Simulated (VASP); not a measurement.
Here is a VASP 6.6.1 calculation.

The input INCAR:

```
SYSTEM = Ir
PREC = Accurate
ENCUT = 520
EDIFF = 1E-7
ISMEAR = 0
SIGMA = 0.1
LREAL = .False.
LASPH = .True.
NELM = 100
ALGO = Normal
ISIF = 2
LWAVE = .False.
LCHARG = .False.
LDIPOL = .True.
IDIPOL = 3
DIPOL = 0.5 0.5 0.500
GGA = PE
NBANDS = 26
```

The input KPOINTS:

```
Automatic mesh
0
Gamma
  15 15 1
  0 0 0
```

POSCAR

```
Ir
1.0
    2.7369673410      0.0000000000      0.0000000000
   -1.3684836705      2.3702832466      0.0000000000
    0.0000000000      0.0000000000     21.7041734281
Ir
4
Direct
    0.6666666667      0.3333333333      0.3455556612
    0.3333333333      0.6666666667      0.4485185537
    0.0000000000      0.0000000000      0.5514814463
    0.6666666667      0.3333333333      0.6544443388
```

Potentials or basis: VASP PAW PBE potentials, release 64 (Ir).

The run is started by

```console
$ cat potpaw_PBE.64/Ir/POTCAR > POTCAR
$ mpirun -np 1 vasp_std > vasp.out
```

Q: Predict the largest force.

A: 0.438 eV/Å.

Q: Predict the band gap on the k mesh.

A: Zero (band 18 reaches 1.79 eV, above the bottom of band 19 at -0.32 eV).

Forces in eV/Å, atoms in the order of the input:
```
Ir   0.000  0.000  0.438
Ir   0.000  0.000 -0.070
Ir   0.000  0.000  0.070
Ir   0.000  0.000 -0.438
```

Caveat: spin-orbit coupling is left out, which moves the levels of the heavy elements.
